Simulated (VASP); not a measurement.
The system is Sr2Ca.

```
Sr Ca
1.0
     5.55611    0.00000    0.00000
    -2.77805    4.81173    0.00000
     0.00000    0.00000    3.53197
Sr Ca
2 1
Direct
  0.33333 0.66667 0.50000
  0.66667 0.33333 0.50000
  0.00000 0.00000 0.00000
```

| Quantity | Value |
| --- | --- |
| Program | VASP 6.6.1 |
| Task | relaxation of cell and atoms |
| Functional | PBE |
| Potentials or basis | VASP PAW PBE potentials, release 64 (Sr_sv, Ca_sv) |
| Cutoff | 600 eV |
| k mesh | 6 × 6 × 6 |
| Occupations | gaussian, width 0.1 eV |
| Spin | no spin polarisation |

At the start: pressure 12.8 GPa; volume 31.48 Å³/atom.

Task: How do energy, volume and symmetry change on relaxing?

Result: Over 7 steps the energy falls by 564.6 meV/atom and the volume is 50.52 Å³/atom (+60.5 %); space group P6/mmm (No. 191, to 0.1 Å) before and after.

Step by step:
```csv
step,energy change (eV),largest force (eV/Å),pressure (GPa),volume (Å³)
1,0.0000,0.0000,12.83,94.43
2,-1.5859,0.0000,1.94,133.13
3,-1.6828,0.0000,0.49,145.51
4,-1.6924,0.0000,0.04,150.68
5,-1.6925,0.0000,-0.07,151.98
6,-1.6935,0.0000,-0.05,151.77
7,-1.6939,0.0000,-0.03,151.56
```

Final structure:
```
CELL_PARAMETERS angstrom
6.66546 0.00000 0.00000
-3.33273 5.77246 0.00000
0.00000 0.00000 3.93898
ATOMIC_POSITIONS crystal
Sr 0.33333 0.66667 0.50000
Sr 0.66667 0.33333 0.50000
Ca 0.00000 0.00000 0.00000
```

Caveat: the volume moved by over 15 % at a fixed basis, so the end points are rough.
